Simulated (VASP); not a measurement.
# AgCl (I4mm) in VASP: notebook

Runs on AgCl. Level: LDA. Tasks: single point.

Everything below comes from runs of VASP 6.6.1. Logs are shortened: lines on timing, memory, paths and dates and some standing lists are left out, and cuts for length are marked.

### 1 The cell of the first run

Symmetry: I4mm, No. 107, tetragonal system. The conventional cell has a = 3.922 Å, b = 3.922 Å, c = 5.546 Å, α = 90.00°, β = 90.00°, γ = 90.00°. Ag (site symmetry 4mm) has 6 Cl at 2.75 to 2.80 Å within 3.6 Å. Cl (site symmetry 4mm) has 6 Ag at 2.75 to 2.80 Å within 3.6 Å.

### 2 Single point, LDA

File INCAR:

```
PREC = Accurate
ENCUT = 520
EDIFF = 1E-7
ISMEAR = 0
SIGMA = 0.05
LREAL = F
LASPH = T
NELM = 60
ALGO = Normal
ISIF = 2
LWAVE = F
LCHARG = T
LELF = T
LVHAR = T
NBANDS = 16
```

File KPOINTS:

```
regular mesh
0
Gamma
  8 8 8
```

File POSCAR:

```
AgCl
1.0
    0.0000000000      2.7731500000      2.7731500000
    2.7731500000      0.0000000000      2.7731500000
    2.7731500000      2.7731500000      0.0000000000
Ag Cl
1 1
Direct
    0.4954924905      0.4954924905      0.5045075095
    0.0000000000      0.0000000000      0.0000000000
```

Potentials or basis: VASP PAW LDA potentials, release 64 (Ag, Cl).

Started as:

```sh
> cat potpaw_LDA.64/Ag/POTCAR potpaw_LDA.64/Cl/POTCAR > POTCAR
> mpirun -np 1 vasp_std > vasp.out
```

OUTCAR:

```text
PREC = Accurate
   ENCUT = 520
   EDIFF = 1E-7
   ISMEAR = 0
   LREAL = F
   LASPH = T
   NELM = 60
   ISIF = 2

 ion  position               nearest neighbor table
   1  0.495  0.495  0.505-   2 2.75   2 2.77   2 2.77   2 2.77   2 2.77   2 2.80
   2  0.000  0.000  0.000-   1 2.75   1 2.77   1 2.77   1 2.77   1 2.77   1 2.80

  LATTYP: Found a face centered cubic cell.
 ALAT       =     5.5463000000

  Lattice vectors:

 A1 = (   0.0000000000,   2.7731500000,   2.7731500000)
 A2 = (   2.7731500000,   0.0000000000,   2.7731500000)
 A3 = (   2.7731500000,   2.7731500000,   0.0000000000)

Analysis of symmetry for initial positions (statically):
=====================================================================
 Subroutine PRICEL returns:
 Original cell was already a primitive cell.

 Routine SETGRP: Setting up the symmetry group for a
 face centered cubic supercell.

 Subroutine GETGRP returns: Found  8 space group operations
 (whereof  8 operations were pure point group operations)
 out of a pool of 48 trial point group operations.

The static configuration has the point symmetry C_4v.

Analysis of symmetry for dynamics (positions and initial velocities):
=====================================================================
 Subroutine PRICEL returns:
 Original cell was already a primitive cell.

 Routine SETGRP: Setting up the symmetry group for a
 face centered cubic supercell.

 Subroutine GETGRP returns: Found  8 space group operations
 (whereof  8 operations were pure point group operations)
 out of a pool of 48 trial point group operations.

The dynamic configuration has the point symmetry C_4v.

 Subroutine INISYM returns: Found  8 space group operations
 (whereof  8 operations are pure point group operations),
 and found     1 'primitive' translations

----------------------------------------------------------------------------------------

                                     Primitive cell

  volume of cell :      42.6530

  direct lattice vectors                    reciprocal lattice vectors
     0.000000000  2.773150000  2.773150000    -0.180300380  0.180300380  0.180300380
     2.773150000  0.000000000  2.773150000     0.180300380 -0.180300380  0.180300380
     2.773150000  2.773150000  0.000000000     0.180300380  0.180300380 -0.180300380

  length of vectors
     3.921826340  3.921826340  3.921826340     0.312289420  0.312289420  0.312289420

  position of ions in fractional coordinates (direct lattice)
     0.495492490  0.495492490  0.504507510
     0.000000000  0.000000000  0.000000000

  ion indices of the primitive-cell ions
   primitive index   ion index
                 1           1
                 2           2

----------------------------------------------------------------------------------------

 KPOINTS: regular mesh

Automatic generation of k-mesh.
 Grid dimensions read from file:
 generate k-points for:    8    8    8

 Generating k-lattice:

  Cartesian coordinates                     Fractional coordinates (reciprocal lattice)
    -0.022537548  0.022537548  0.022537548     0.125000000  0.000000000  0.000000000
     0.022537548 -0.022537548  0.022537548     0.000000000  0.125000000  0.000000000
     0.022537548  0.022537548 -0.022537548     0.000000000  0.000000000  0.125000000

  Length of vectors
     0.039036177  0.039036177  0.039036177

  Shift w.r.t. Gamma in fractional coordinates (k-lattice)
     0.000000000  0.000000000  0.000000000

 Subroutine IBZKPT returns following result:
 ===========================================

 Found     59 irreducible k-points:

 Following reciprocal coordinates:
            Coordinates               Weight
  0.000000  0.000000  0.000000      1.000000
  0.125000  0.000000  0.000000      8.000000
  0.250000  0.000000  0.000000      8.000000
  0.375000  0.000000  0.000000      8.000000
  0.500000  0.000000  0.000000      4.000000
  0.125000  0.125000  0.000000      2.000000
[... 16 lines left out ...]
  0.000000  0.375000  0.250000     16.000000
  0.500000  0.250000  0.000000      8.000000
 [... further k-points ...]
   k-points           NKPTS =     59   k-points in BZ     NKDIM =     59   number of bands    NBANDS=     16
   number of dos      NEDOS =    301   number of ions     NIONS =      2
   total plane-waves  NPLWV =  27000
   dimension x,y,z NGX =    30 NGY =   30 NGZ =   30
   dimension x,y,z NGXF=    60 NGYF=   60 NGZF=   60
   ions per type =               1   1
   NGX,Y,Z   is equivalent  to a cutoff of  12.72, 12.72, 12.72 a.u.
   NGXF,Y,Z  is equivalent  to a cutoff of  25.43, 25.43, 25.43 a.u.
 SYSTEM =  unknown system
   PREC   = accura    normal or accurate (medium, high low for compatibility)
   ISTART =      0    job   : 0-new  1-cont  2-samecut
   ICHARG =      2    charge: 1-file 2-atom 10-const
   ISPIN  =      1    spin polarized calculation?
   LNONCOLLINEAR =      F non collinear calculations
   LSORBIT =      F    spin-orbit coupling
   LASPH  =      T    aspherical Exc in radial PAW
   ENCUT  =  520.0 eV  38.22 Ry    6.18 a.u.   7.29  7.29  7.29*2*pi/ulx,y,z
   NELM   =     60;   NELMIN=  2; NELMDL= -5     # of ELM steps
   EDIFF  = 0.1E-06   stopping-criterion for ELM
   LREAL  =      F    real-space projection
   EDIFFG = 0.1E-05   stopping-criterion for IOM
   NSW    =      0    number of steps for IOM
   IBRION =     -1    ionic relax: 0-MD 1-quasi-New 2-CG
   NFREE  =      0    steps in history (QN), initial steepest desc. (CG)
   ISIF   =      2    stress and relaxation
   ISYM   =      2    0-nonsym 1-usesym 2-fastsym
   POTIM  = 0.5000    time-step for ionic-motion
   TEBEG  =    0.0;   TEEND  =   0.0 temperature during run
   PSTRESS=    0.0 pullay stress
   NELECT =      18.0000    total number of electrons
   NUPDOWN=      -1.0000    fix difference up-down
   EMIN   =  10.00;   EMAX   =-10.00  energy-range for DOS
   EFERMI =   0.00;   METHOD = LEGACY
   ISMEAR =     0;   SIGMA  =   0.05  broadening in eV -4-tet -1-fermi 0-gaus
   EFERMI_NEDOS =   21; number of points for ismear=-14 and -15
   IALGO  =     38    algorithm
   IMIX   =      4    mixing-type and parameters
     AMIX     =   0.40;   BMIX     =  1.00
     AMIX_MAG =   1.60;   BMIX_MAG =  1.00
  volume/ion in A,a.u.               =      21.33       143.92
  Fermi-wavevector in a.u.,A,eV,Ry     =   1.227955  2.320498 20.515850  1.507872
  Thomas-Fermi vector in A             =   2.362898
   LORBIT       =      0    0 simple, 1 ext, 2 COOP (PROOUT), +10 PAW based schemes
   GGA     = CA    functional components
   LHFCALC =     F    Hartree Fock is set to
   AEXX    =    0.0000 exact exchange contribution
   IVDW    =     0    specifies the selected vdW correction
   LEPSILON=     F    determine dielectric tensor
   LRPA    =     F    only Hartree local field effects (RPA)
 non-spin polarized calculation
 Gauss-broadening in eV      SIGMA  =   0.05
  energy-cutoff  :      520.00
  volume of cell :       42.65
 maximum number of plane-waves:      1174
 NGX is ok and might be reduce to    30
   NGX = 15   NGY = 15   NGZ = 15

 number of electron      18.0000001 magnetization

 Free energy of the ion-electron system (eV)
  ---------------------------------------------------
  ext. energy  EPLUGINS =         0.00000000
  ---------------------------------------------------
  free energy    TOTEN  =        -6.71187962 eV

  energy without entropy =       -6.71187962  energy(sigma->0) =       -6.71187962

 E-fermi :   3.8190     XC(G=0): -10.4397

 val. band max:        3.5769868082   @ k =   0.5000   0.0000   0.0000
 cond. band min:       4.2199721976   @ k =   0.0000   0.0000   0.0000
 fundamental gap:      0.6429853894
 Fermi energy:         3.8190123957

 k-point     1 :       0.0000    0.0000    0.0000
  band No.  band energies     occupation
      1     -11.4694      2.00000
      2       1.0443      2.00000
      3       1.0443      2.00000
      4       1.0537      2.00000
      5       1.0567      2.00000
      6       1.0950      2.00000
[... 8 lines left out ...]
     15      16.5682      0.00000
     16      16.5789      0.00000

 k-point     2 :       0.1250    0.0000    0.0000
  band No.  band energies     occupation
      1     -11.4066      2.00000
      2       0.3628      2.00000
      3       0.4417      2.00000
      4       0.4575      2.00000
      5       1.1122      2.00000
      6       1.1122      2.00000
[... 8 lines left out ...]
     15      15.4611      0.00000
     16      16.0005      0.00000

 k-point     3 :       0.2500    0.0000    0.0000
  band No.  band energies     occupation
      1     -11.2483      2.00000
      2      -0.6733      2.00000
      3      -0.1339      2.00000
      4      -0.1338      2.00000
      5       1.2423      2.00000
      6       1.2424      2.00000
[... 8 lines left out ...]
     15      15.7490      0.00000
     16      15.8999      0.00000

 k-point     4 :       0.3750    0.0000    0.0000
  band No.  band energies     occupation
      1     -11.0793      2.00000
      2      -1.4663      2.00000
      3      -0.5020      2.00000
      4      -0.5011      2.00000
      5       1.3781      2.00000
      6       1.3782      2.00000
[... 8 lines left out ...]
     15      16.6380      0.00000
     16      16.6381      0.00000

 k-point     5 :       0.5000    0.0000    0.0000
  band No.  band energies     occupation
      1     -11.0058      2.00000
      2      -1.7578      2.00000
      3      -0.6281      2.00000
      4      -0.6271      2.00000
      5       1.4361      2.00000
      6       1.4362      2.00000
[... 8 lines left out ...]
     15      17.2504      0.00000
     16      17.2511      0.00000

 k-point     6 :       0.1250    0.1250    0.0000
  band No.  band energies     occupation
      1     -11.3880      2.00000
      2      -0.1107      2.00000
      3       0.7309      2.00000
      4       0.7309      2.00000
      5       1.0059      2.00000
      6       1.1232      2.00000
[... 8 lines left out ...]
     15      17.3499      0.00000
     16      17.4856      0.00000

 k-point     7 :       0.0000    0.1250    0.1250
  band No.  band energies     occupation
      1     -11.3880      2.00000
      2      -0.1082      2.00000
      3       0.7278      2.00000
      4       0.7291      2.00000
      5       1.0077      2.00000
      6       1.1228      2.00000
[... 8 lines left out ...]
     15      17.3499      0.00000
     16      17.4693      0.00000

 k-point     8 :       0.2500    0.1250    0.0000
  band No.  band energies     occupation
      1     -11.2673      2.00000
      2      -0.6916      2.00000
      3       0.1709      2.00000
      4       0.2472      2.00000
      5       1.0768      2.00000
      6       1.2604      2.00000
[... 8 lines left out ...]
     15      16.9443      0.00000
     16      17.3493      0.00000

 k-point     9 :       0.0000    0.2500    0.1250
  band No.  band energies     occupation
      1     -11.2674      2.00000
      2      -0.6897      2.00000
      3       0.1651      2.00000
      4       0.2511      2.00000
      5       1.0764      2.00000
      6       1.2603      2.00000
[... 8 lines left out ...]
     15      16.9433      0.00000
     16      17.3480      0.00000
[... 172 lines left out ...]
 k-point    19 :       0.0000   -0.1250    0.1250
  band No.  band energies     occupation
      1     -11.3141      2.00000
      2      -0.3590      2.00000
      3      -0.0484      2.00000
      4       0.4398      2.00000
      5       1.1414      2.00000
      6       1.2351      2.00000
[... 8 lines left out ...]
     15      16.3978      0.00000
     16      17.0089      0.00000

 k-point    20 :       0.2500    0.2500    0.0000
  band No.  band energies     occupation
      1     -11.2045      2.00000
      2      -0.9511      2.00000
      3       0.4960      2.00000
      4       0.4960      2.00000
      5       0.8842      2.00000
      6       1.1917      2.00000
[... 8 lines left out ...]
     15      17.9546      0.00000
     16      19.4877      0.00000

 k-point    21 :       0.0000    0.2500    0.2500
  band No.  band energies     occupation
      1     -11.2046      2.00000
      2      -0.9491      2.00000
      3       0.4922      2.00000
      4       0.4923      2.00000
      5       0.8878      2.00000
      6       1.1927      2.00000
[... 8 lines left out ...]
     15      17.9530      0.00000
     16      19.4875      0.00000

 k-point    22 :       0.3750    0.2500    0.0000
  band No.  band energies     occupation
      1     -11.0937      2.00000
      2      -1.1077      2.00000
      3       0.0295      2.00000
      4       0.1481      2.00000
      5       1.0001      2.00000
      6       1.3976      2.00000
[... 8 lines left out ...]
     15      18.1717      0.00000
     16      19.1257      0.00000

 k-point    23 :       0.0000    0.3750    0.2500
  band No.  band energies     occupation
      1     -11.0937      2.00000
      2      -1.1062      2.00000
      3       0.0235      2.00000
      4       0.1510      2.00000
      5       0.9998      2.00000
      6       1.3978      2.00000
[... 8 lines left out ...]
     15      18.1712      0.00000
     16      19.1245      0.00000

 k-point    24 :       0.5000    0.2500    0.0000
  band No.  band energies     occupation
      1     -10.9982      2.00000
      2      -1.1405      2.00000
      3      -0.5031      2.00000
      4      -0.2635      2.00000
      5       1.1951      2.00000
      6       1.4866      2.00000
[... 8 lines left out ...]
     15      17.8473      0.00000
     16      18.7318      0.00000

 [... further k-points ...]

------------------------ aborting loop because EDIFF is reached ----------------------------------------

  FORCE on cell =-STRESS in cart. coord.  units (eV):
  Direction    XX          YY          ZZ          XY          YZ          ZX
  --------------------------------------------------------------------------------------
  -------------------------------------------------------------------------------------
  Total       -1.4839292     -1.4839292     -1.4771582      0.0000000      0.0000000      0.0000000
  in kB      -55.7408607    -55.7408607    -55.4865246      0.0000000      0.0000000      0.0000000
  external PRESSURE =     -55.6560820 kB  Pullay stress =       0.0000000 kB

 VOLUME and BASIS-vectors are now :
 -----------------------------------------------------------------------------
  energy-cutoff  :      520.00
  volume of cell :       42.65
      direct lattice vectors                 reciprocal lattice vectors
     0.000000000  2.773150000  2.773150000    -0.180300380  0.180300380  0.180300380
     2.773150000  0.000000000  2.773150000     0.180300380 -0.180300380  0.180300380
     2.773150000  2.773150000  0.000000000     0.180300380  0.180300380 -0.180300380

 POSITION                                       TOTAL-FORCE (eV/Angst)
 -----------------------------------------------------------------------------------
      2.77315      2.77315      2.74815         0.000000      0.000000      0.014457
      0.00000      0.00000      0.00000         0.000000      0.000000     -0.014457
 -----------------------------------------------------------------------------------
    total drift:                                0.000000      0.000000      0.000052

  FREE ENERGIE OF THE ION-ELECTRON SYSTEM (eV)
  ---------------------------------------------------
  free  energy   TOTEN  =        -6.7118796213 eV

  energy  without entropy=       -6.7118796213  energy(sigma->0) =       -6.71187962
```

It took 36 s on 1 thread of Intel Xeon Platinum 8488C (Sapphire Rapids), shared host; peak memory 0.17 GiB.

What came out:

```
Free energy            : -6.7119 eV
Pressure               : -5.6 GPa
Largest force          : 0.014 eV/Å
Band gap on the k mesh : 0.64 eV, indirect (least direct gap 2.90 eV)
```

Forces in eV/Å, atoms in the order of the input:
```
Ag   0.000  0.000  0.014
Cl   0.000  0.000 -0.014
```

Levels at points of the mesh, in eV from the valence-band top:
| k point | band 7 | band 8 | band 9 | band 10 | band 11 | band 12 |
| --- | --- | --- | --- | --- | --- | --- |
| (0.00, 0.00, 0.00) | -2.29 | -2.29 | -2.26 | 0.64 | 10.74 | 10.74 |
| (0.50, 0.00, 0.00) | -1.82 | 0.00 | 0.00 | 3.97 | 6.34 | 7.45 |
| (0.50, 0.50, 0.00) | -2.02 | -2.02 | -1.94 | 2.12 | 7.85 | 8.39 |
| (0.00, 0.50, 0.50) | -2.02 | -2.02 | -1.94 | 2.12 | 7.84 | 8.38 |

Caveat: the cell differs from its parent crystal (all Ag atoms moved +0.025 Å, as atom 1 towards its neighbour atom 2 (Cl) at 2.773 Å).

(Part 1 of 3 ends here.)
